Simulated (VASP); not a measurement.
# PbF2 (Fm-3m) in VASP: a series of runs, part 2 of 2

VASP 6.6.1. The steps go on from the part before.

### Step 3. Dielectric tensor, r2SCAN

INCAR

```
PREC = Accurate
ENCUT = 580
EDIFF = 1E-8
ISMEAR = 0
SIGMA = 0.01
LREAL = F
LASPH = T
NELM = 120
ALGO = Normal
ISIF = 2
LWAVE = F
LCHARG = F
METAGGA = R2SCAN
LMIXTAU = T
LCALCEPS = T
GGA_COMPAT = F
```

KPOINTS

```
Automatic mesh
0
Gamma
  6 6 6
```

POSCAR

```
PbF2
1.0
    0.0000000000      2.9458076056      2.9458076056
    2.9458076056      0.0000000000      2.9458076056
    2.9458076056      2.9458076056      0.0000000000
Pb F
1 2
Direct
    0.0000000000      0.0000000000      0.0000000000
    0.2500000000      0.2500000000      0.2500000000
    0.7500000000      0.7500000000      0.7500000000
```

Potentials or basis: VASP PAW PBE potentials, release 64 (Pb_d, F).

Run with:

```sh
cat potpaw_PBE.64/Pb_d/POTCAR potpaw_PBE.64/F/POTCAR > POTCAR
mpirun -np 1 vasp_std > vasp.out
```

OUTCAR:

```text
PREC = Accurate
   ENCUT = 580
   EDIFF = 1E-8
   ISMEAR = 0
   LREAL = F
   LASPH = T
   NELM = 120
   ISIF = 2
   METAGGA = R2SCAN

 ion  position               nearest neighbor table
   1  0.000  0.000  0.000-   3 2.55   3 2.55   3 2.55   2 2.55   2 2.55   2 2.55   3 2.55   2 2.55

   2  0.250  0.250  0.250-   1 2.55   1 2.55   1 2.55   1 2.55
   3  0.750  0.750  0.750-   1 2.55   1 2.55   1 2.55   1 2.55

  LATTYP: Found a face centered cubic cell.
 ALAT       =     5.8916152112

  Lattice vectors:

 A1 = (   0.0000000000,   2.9458076056,   2.9458076056)
 A2 = (   2.9458076056,   0.0000000000,   2.9458076056)
 A3 = (   2.9458076056,   2.9458076056,   0.0000000000)

Analysis of symmetry for initial positions (statically):
=====================================================================
 Subroutine PRICEL returns:
 Original cell was already a primitive cell.

 Routine SETGRP: Setting up the symmetry group for a
 face centered cubic supercell.

 Subroutine GETGRP returns: Found 48 space group operations
 (whereof 48 operations were pure point group operations)
 out of a pool of 48 trial point group operations.

The static configuration has the point symmetry O_h .

Analysis of symmetry for dynamics (positions and initial velocities):
=====================================================================
 Subroutine PRICEL returns:
 Original cell was already a primitive cell.

 Routine SETGRP: Setting up the symmetry group for a
 face centered cubic supercell.

 Subroutine GETGRP returns: Found 48 space group operations
 (whereof 48 operations were pure point group operations)
[... 643 lines left out ...]
      5     -13.0925      2.00000
      6     -13.0754      2.00000
[... 10 lines left out ...]
     17   10000.0000      0.00000
     18   10000.0000      0.00000

 [... further k-points ...]

------------------------ aborting loop because EDIFF is reached ----------------------------------------

            Ionic dipole moment: p[ion]=(     0.00000     0.00000     0.00000 ) |e| Angst

 Total electronic dipole moment: p[elc]=(     0.00000     0.00000     0.00614 ) |e| Angst

 MACROSCOPIC STATIC DIELECTRIC TENSOR (including local field effects)
 ------------------------------------------------------
           3.171672     0.000000     0.000000
          -0.000000     3.171672     0.000000
          -0.000000    -0.000000     3.171672
 ------------------------------------------------------

 PIEZOELECTRIC TENSOR (including local field effects) (e Angst)
          XX          YY          ZZ          XY          YZ          ZX
  --------------------------------------------------------------------------------
  x     0.00000     0.00000     0.00000     0.00000     0.00000     0.00000
  y     0.00000     0.00000     0.00000     0.00000     0.00000     0.00000
  z     0.00000     0.00000     0.00000     0.00000     0.00000     0.00000

 PIEZOELECTRIC TENSOR (including local field effects) (C/m^2)
          XX          YY          ZZ          XY          YZ          ZX
  --------------------------------------------------------------------------------
  x     0.00000     0.00000     0.00000     0.00000     0.00000     0.00000
  y     0.00000     0.00000     0.00000     0.00000     0.00000     0.00000
  z     0.00000     0.00000     0.00000     0.00000     0.00000     0.00000

 BORN EFFECTIVE CHARGES (including local field effects) (in |e|, cummulative output)
 ---------------------------------------------------------------------------------
 ion    1
    1     3.20865    -0.00000     0.00000
    2    -0.00000     3.20865    -0.00000
    3    -0.00000    -0.00000     3.20865
 ion    2
    1    -1.60432    -0.00000     0.00000
    2    -0.00000    -1.60432    -0.00000
    3    -0.00000    -0.00000    -1.60432
 ion    3
    1    -1.60432     0.00000     0.00000
    2     0.00000    -1.60432     0.00000
    3    -0.00000     0.00000    -1.60432

  FORCE on cell =-STRESS in cart. coord.  units (eV):
  Direction    XX          YY          ZZ          XY          YZ          ZX
  --------------------------------------------------------------------------------------
  -------------------------------------------------------------------------------------
  Total        0.3567419      0.3567419      0.3567419      0.0000000      0.0000000     -0.0000000
  in kB       11.1794791     11.1794791     11.1794791      0.0000000      0.0000000     -0.0000000
  external PRESSURE =      11.1794791 kB  Pullay stress =       0.0000000 kB

 VOLUME and BASIS-vectors are now :
 -----------------------------------------------------------------------------
  energy-cutoff  :      580.00
  volume of cell :       51.13
      direct lattice vectors                 reciprocal lattice vectors
     0.000000000  2.945807606  2.945807606    -0.169732741  0.169732741  0.169732741
     2.945807606  0.000000000  2.945807606     0.169732741 -0.169732741  0.169732741
     2.945807606  2.945807606  0.000000000     0.169732741  0.169732741 -0.169732741

 POSITION                                       TOTAL-FORCE (eV/Angst)
 -----------------------------------------------------------------------------------
      0.00000      0.00000      0.00000        -0.000000      0.000000     -0.000000
      1.47290      1.47290      1.47290        -0.000000     -0.000000      0.000000
      4.41871      4.41871      4.41871         0.000000      0.000000     -0.000000
 -----------------------------------------------------------------------------------
    total drift:                                0.000000      0.000000      0.000000

  FREE ENERGIE OF THE ION-ELECTRON SYSTEM (eV)
  ---------------------------------------------------
  free  energy   TOTEN  =       -70.1612881995 eV

  energy  without entropy=      -70.1612881995  energy(sigma->0) =      -70.16128820
```

OSZICAR:

```text
N       E                     dE             d eps       ncg     rms          rms(c)
DAV:   1     0.262492506754E+03    0.26249E+03   -0.16246E+04   576   0.197E+03
DAV:   2    -0.498092796016E+02   -0.31230E+03   -0.30056E+03   650   0.473E+02
DAV:   3    -0.792193983789E+02   -0.29410E+02   -0.29038E+02   684   0.164E+02
[... 13 lines left out ...]
DMP:   9    -0.701612881112E+02   -0.11205E-06   -0.94832E-07  1224   0.197E-06   0.765E-07
DMP:  10    -0.701612881634E+02   -0.52167E-07   -0.45004E-07  1224   0.100E-06   0.240E-07
DMP:  11    -0.701612881859E+02   -0.22518E-07   -0.18688E-07  1224   0.465E-07   0.440E-09
DMP:  12    -0.701612881945E+02   -0.85915E-08   -0.10312E-07  1224   0.284E-07  -0.506E-08
DMP:  13    -0.701612881995E+02   -0.50622E-08   -0.59290E-08  1224   0.145E-07   0.625E-09
   1 F= -.70161288E+02 E0= -.70161288E+02  d E =-.360021E-26
```

stdout:

```text
POSCAR found type information on POSCAR PbF
 POSCAR found :  2 types and       3 ions
 scaLAPACK will be used
 -----------------------------------------------------------------------------
|                                                                             |
[... 98 lines left out ...]
dp_tot=(  0.425E-06  0.464E-06  0.617E-02 )  diag[e(oo)]=(    ---      ---    3.18281 )
 p_tot=(  0.164E-06  0.163E-06  0.615E-02 )
dp_tot=(  0.411E-06  0.450E-06  0.615E-02 )  diag[e(oo)]=(    ---      ---    3.17534 )
 p_tot=(  0.147E-06  0.146E-06  0.614E-02 )
dp_tot=(  0.394E-06  0.433E-06  0.614E-02 )  diag[e(oo)]=(    ---      ---    3.17145 )
 final diagonalization full
 p_tot=(  0.140E-06  0.139E-06  0.614E-02 )
dp_tot=(  0.387E-06  0.426E-06  0.614E-02 )  diag[e(oo)]=(    ---      ---    3.17169 )
```

Wall time 25 min (1 thread of Intel Xeon 6975P-C (Granite Rapids), shared host); peak memory 0.46 GiB.

What came out:

```
Band gap on the k mesh                  : 4.96 eV (least direct gap 5.07 eV)
Electronic dielectric tensor (diagonal) : 3.17
Born charges (mean of the diagonal)     : Pb +3.21; F -1.60 e
```

Levels at points of the mesh, in eV from the valence-band top:
```
           k point  band 10  band 11  band 12  band 13  band 14  band 15  band 16  band 17  band 18
(0.00, 0.00, 0.00)    -2.74    -2.74    -2.23    -2.23    -2.23     7.35     7.35     7.35    10.76
(0.50, 0.00, 0.00)    -2.94    -2.94    -2.41    -2.41    -0.04     5.40     8.33     8.33    13.51
(0.50, 0.50, 0.00)    -3.83    -1.81    -1.81    -1.81    -0.11     4.96     8.55     8.55     9.06
```

Electronic dielectric tensor:
```
3.17 0.00 0.00
0.00 3.17 0.00
0.00 0.00 3.17
```

Born effective charge tensors (e):
atom 1, Pb
```
3.21 0.00 0.00
0.00 3.21 0.00
0.00 0.00 3.21
```
atom 2, F
```
-1.60  0.00  0.00
 0.00 -1.60  0.00
 0.00  0.00 -1.60
```
atom 3, F
```
-1.60  0.00  0.00
 0.00 -1.60  0.00
 0.00  0.00 -1.60
```

Dipole moments of the cell (e·Å, modulo the quantum): ionic 0.000, 0.000, 0.000; electronic 0.000, 0.000, 0.006

Caveat: the PAW data sets were made with another functional, which shifts forces and pressure a little; spin-orbit coupling is left out, which moves the levels of the heavy elements. r2SCAN opens gaps a little over a GGA but as a rule still falls short of measured ones.
